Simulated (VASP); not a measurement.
# AlGa3As2 (P-6m2) in VASP: further runs

AlGa3As2 is run at these levels: PBE; tasks: single point.

All numbers are computed with VASP 6.6.1; they aren't measurements. Logs are shortened: lines on timing, memory, paths and dates and some standing lists are left out, and cuts for length are marked.

### Step 1. The cell of the first run

It takes space group P-6m2 (No. 187, hexagonal). Conventional cell: a = 4.077 Å, b = 4.077 Å, c = 8.048 Å, α = 90.00°, β = 90.00°, γ = 120.00°. Within 3.1 Å of Al (site symmetry -6m2) lie 3 Ga at 2.35 Å. Within 3.1 Å of Ga (site symmetry -6m2) lie 3 Ga at 2.35 Å and 6 As at 3.09 Å. Within 3.1 Å of Ga (site symmetry -6m2) lie 3 Al at 2.35 Å. Within 3.1 Å of Ga (site symmetry -6m2) lie 3 Ga at 2.35 Å and 6 As at 3.09 Å. Within 4.1 Å of As (site symmetry 3m) lie 9 Ga at 3.09 to 3.11 Å and 3 Al at 3.11 Å and 8 As at 3.99 to 4.08 Å.

### Step 2. Single point, PBE

INCAR

```
  PREC = Accurate
  ENCUT = 520
  EDIFF = 1E-6
  ISMEAR = 0
  SIGMA = 0.1
  LREAL = False
  LASPH = True
  NELM = 60
  ALGO = Normal
  ISIF = 2
  LWAVE = False
  LCHARG = False
  GGA = PE
  NBANDS = 35
```

KPOINTS

```
Automatic mesh
0
Gamma
  6 6 2
```

POSCAR

```
AlGa3As2
1.0
    4.0771556600      0.0000000000      0.0000000000
   -2.0385778300      3.5309203800      0.0000000000
    0.0000000000      0.0000000000      8.0484039800
Al Ga As
1 3 2
Direct
    0.6666666700      0.3333333300      0.5000000000
    0.6666666700      0.3333333300      0.0000000000
    0.0000000000      0.0000000000      0.5000000000
    0.0000000000      0.0000000000      0.0000000000
    0.3333333300      0.6666666700      0.7520078400
    0.3333333300      0.6666666700      0.2479921600
```

Potentials or basis: VASP PAW PBE potentials, release 64 (Al, Ga_d, As).

Command:

```bash
$ cat potpaw_PBE.64/Al/POTCAR potpaw_PBE.64/Ga_d/POTCAR potpaw_PBE.64/As/POTCAR > POTCAR
$ mpirun -np 1 vasp_std > vasp.out
```

OUTCAR:

```text
PREC = Accurate
   ENCUT = 520
   EDIFF = 1E-6
   ISMEAR = 0
   LREAL = False
   LASPH = True
   NELM = 60
   ISIF = 2
   GGA = PE

 ion  position               nearest neighbor table
   1  0.667  0.333  0.500-   3 2.35   3 2.35   3 2.35   6 3.11   5 3.11   6 3.11   5 3.11   6 3.11
                             5 3.11
   2  0.667  0.333  0.000-   4 2.35   4 2.35   4 2.35
   3  0.000  0.000  0.500-   1 2.35   1 2.35   1 2.35
   4  0.000  0.000  0.000-   2 2.35   2 2.35   2 2.35
   5  0.333  0.667  0.752-   1 3.11   1 3.11   1 3.11
   6  0.333  0.667  0.248-   1 3.11   1 3.11   1 3.11

  LATTYP: Found a hexagonal cell.
 ALAT       =     4.0771556600
 C/A-ratio  =     1.9740242098

  Lattice vectors:

 A1 = (   4.0771556600,   0.0000000000,   0.0000000000)
 A2 = (  -2.0385778300,   3.5309203800,   0.0000000000)
 A3 = (   0.0000000000,   0.0000000000,   8.0484039800)

Analysis of symmetry for initial positions (statically):
=====================================================================
 Subroutine PRICEL returns:
 Original cell was already a primitive cell.

 Routine SETGRP: Setting up the symmetry group for a
 hexagonal supercell.

 Subroutine GETGRP returns: Found 12 space group operations
 (whereof 12 operations were pure point group operations)
 out of a pool of 24 trial point group operations.

The static configuration has the point symmetry D_3h.

Analysis of symmetry for dynamics (positions and initial velocities):
=====================================================================
 Subroutine PRICEL returns:
 Original cell was already a primitive cell.

 Routine SETGRP: Setting up the symmetry group for a
 hexagonal supercell.

 Subroutine GETGRP returns: Found 12 space group operations
 (whereof 12 operations were pure point group operations)
 out of a pool of 24 trial point group operations.

The dynamic configuration has the point symmetry D_3h.

 Subroutine INISYM returns: Found 12 space group operations
 (whereof 12 operations are pure point group operations),
 and found     1 'primitive' translations

----------------------------------------------------------------------------------------

                                     Primitive cell

  volume of cell :     115.8657

  direct lattice vectors                    reciprocal lattice vectors
     4.077155660  0.000000000  0.000000000     0.245269027  0.141606138  0.000000000
[... 83 lines left out ...]
   EDIFF  = 0.1E-05   stopping-criterion for ELM
   LREAL  =      F    real-space projection
   EDIFFG = 0.1E-04   stopping-criterion for IOM
   NSW    =      0    number of steps for IOM
   IBRION =     -1    ionic relax: 0-MD 1-quasi-New 2-CG
   NFREE  =      0    steps in history (QN), initial steepest desc. (CG)
   ISIF   =      2    stress and relaxation
   ISYM   =      2    0-nonsym 1-usesym 2-fastsym
   POTIM  = 0.5000    time-step for ionic-motion
   TEBEG  =    0.0;   TEEND  =   0.0 temperature during run
   PSTRESS=    0.0 pullay stress
   NELECT =      52.0000    total number of electrons
   NUPDOWN=      -1.0000    fix difference up-down
   EMIN   =  10.00;   EMAX   =-10.00  energy-range for DOS
   EFERMI =   0.00;   METHOD = LEGACY
   ISMEAR =     0;   SIGMA  =   0.10  broadening in eV -4-tet -1-fermi 0-gaus
   EFERMI_NEDOS =   21; number of points for ismear=-14 and -15
   IALGO  =     38    algorithm
   IMIX   =      4    mixing-type and parameters
     AMIX     =   0.40;   BMIX     =  1.00
     AMIX_MAG =   1.60;   BMIX_MAG =  1.00
  volume/ion in A,a.u.               =      19.31       130.32
  Fermi-wavevector in a.u.,A,eV,Ry     =   1.253404  2.368589 21.375034  1.571021
  Thomas-Fermi vector in A             =   2.387258
   LORBIT       =      0    0 simple, 1 ext, 2 COOP (PROOUT), +10 PAW based schemes
   GGA     = PE    functional components
   LHFCALC =     F    Hartree Fock is set to
   AEXX    =    0.0000 exact exchange contribution
   IVDW    =     0    specifies the selected vdW correction
   LEPSILON=     F    determine dielectric tensor
   LRPA    =     F    only Hartree local field effects (RPA)
 non-spin polarized calculation
 Gauss-broadening in eV      SIGMA  =   0.10
  energy-cutoff  :      520.00
  volume of cell :      115.87
 maximum number of plane-waves:      3174
   NGX = 15   NGY = 15   NGZ = 29

 number of electron      52.0000032 magnetization

 Free energy of the ion-electron system (eV)
  ---------------------------------------------------
  ext. energy  EPLUGINS =         0.00000000
  ---------------------------------------------------
  free energy    TOTEN  =       -19.55717505 eV

  energy without entropy =      -19.53623332  energy(sigma->0) =      -19.54670419

 E-fermi :   5.4778     XC(G=0): -10.5064

 val. band max:        5.4748036118   @ k =   0.3333   0.1667   0.5000
 cond. band min:       5.5786283565   @ k =   0.1667  -0.0000   0.0000
 fundamental gap:      0.1038247447
 Fermi energy:         5.4778384658

 k-point     1 :       0.0000    0.0000    0.0000
  band No.  band energies     occupation
      1      -9.8305      2.00000
      2      -9.6894      2.00000
      3      -9.6894      2.00000
      4      -9.6573      2.00000
      5      -9.6573      2.00000
      6      -9.4737      2.00000
[... 521 lines left out ...]
     34      12.5750      0.00000
     35      12.9842      0.00000

------------------------ aborting loop because EDIFF is reached ----------------------------------------

  FORCE on cell =-STRESS in cart. coord.  units (eV):
  Direction    XX          YY          ZZ          XY          YZ          ZX
  --------------------------------------------------------------------------------------
  -------------------------------------------------------------------------------------
  Total        7.8026860      7.8026860     -2.6792108      0.0000000      0.0000000      0.0000000
  in kB      107.8946044    107.8946046    -37.0478056      0.0000000      0.0000000      0.0000000
  external PRESSURE =      59.5804678 kB  Pullay stress =       0.0000000 kB

 VOLUME and BASIS-vectors are now :
 -----------------------------------------------------------------------------
  energy-cutoff  :      520.00
  volume of cell :      115.87
      direct lattice vectors                 reciprocal lattice vectors
     4.077155660  0.000000000  0.000000000     0.245269027  0.141606138  0.000000000
    -2.038577830  3.530920380  0.000000000     0.000000000  0.283212277  0.000000000
     0.000000000  0.000000000  8.048403980     0.000000000  0.000000000  0.124248236

 POSITION                                       TOTAL-FORCE (eV/Angst)
 -----------------------------------------------------------------------------------
      2.03858      1.17697      4.02420        -0.000000      0.000000      0.000000
      2.03858      1.17697      0.00000         0.000000      0.000000      0.000000
      0.00000      0.00000      4.02420         0.000000      0.000000      0.000000
      0.00000      0.00000      0.00000         0.000000      0.000000      0.000000
     -0.00000      2.35395      6.05246        -0.000000      0.000000     -0.558812
     -0.00000      2.35395      1.99594        -0.000000     -0.000000      0.558812
 -----------------------------------------------------------------------------------
    total drift:                                0.000001     -0.000001     -0.000000

  FREE ENERGIE OF THE ION-ELECTRON SYSTEM (eV)
  ---------------------------------------------------
  free  energy   TOTEN  =       -19.5571750482 eV

  energy  without entropy=      -19.5362333222  energy(sigma->0) =      -19.54670419
```

Wall time 30 s (1 thread of Intel Xeon 6975P-C (Granite Rapids), shared host); peak memory 0.24 GiB.

What came out:

```
Free energy            : -19.5572 eV
Pressure               : 6.0 GPa
Largest force          : 0.559 eV/Å
Band gap on the k mesh : zero (band 26 reaches 6.18 eV, above the bottom of band 27 at 4.10 eV)
```

Forces in eV/Å, atoms in the order of the input:
```
Al   0.000  0.000  0.000
Ga   0.000  0.000  0.000
Ga   0.000  0.000  0.000
Ga   0.000  0.000  0.000
As   0.000  0.000 -0.559
As   0.000  0.000  0.559
```

Stress tensor (GPa, compression positive):
```
10.79  0.00  0.00
 0.00 10.79  0.00
 0.00  0.00 -3.70
```

Caveat: the k points lie up to 0.39 Å⁻¹ apart.

(Continued in part 2 of 2.)
